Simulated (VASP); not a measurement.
Input of a VASP 6.6.1 run:

Contents of INCAR:

```
SYSTEM = O
ALGO = Normal
EDIFF = 1E-6
ENCUT = 520
GGA = CA
ISIF = 2
ISMEAR = -1
LASPH = .TRUE.
LCHARG = .FALSE.
LREAL = .FALSE.
LWAVE = .FALSE.
NBANDS = 13
NELM = 80
PREC = Accurate
SIGMA = 0.05
```

KPOINTS

```
k-points
0
G
  10 10 7
  0 0 0
```

The input POSCAR:

```
O
1.0
    2.9073269111     -1.6950206086      0.0000000000
    2.9073269111      1.6950206086      0.0000000000
   -2.4414541381      0.0000000000      3.7185791300
O
2
Direct
    0.9745461700      0.9745461700      0.8444259800
    0.0254538300      0.0254538300      0.1555740200
```

Potentials or basis: VASP PAW LDA potentials, release 64 (O).

Command:

```sh
$ cat potpaw_LDA.64/O/POTCAR > POTCAR
$ mpirun -np 1 vasp_std > vasp.out
```

(1) Estimate the band gap on the k mesh.

(2) What does it give for the largest force?

## Answers

(1) zero (band 6 reaches -2.42 eV, above the bottom of band 7 at -2.67 eV).

(2) 1.687 eV/Å.

Caveat: the standard files for N, O and F lose accuracy on very short bonds; spin is off for a triplet molecule; forces of over 1 eV/Å act on the atoms, so gaps and moduli don't describe the material at rest.
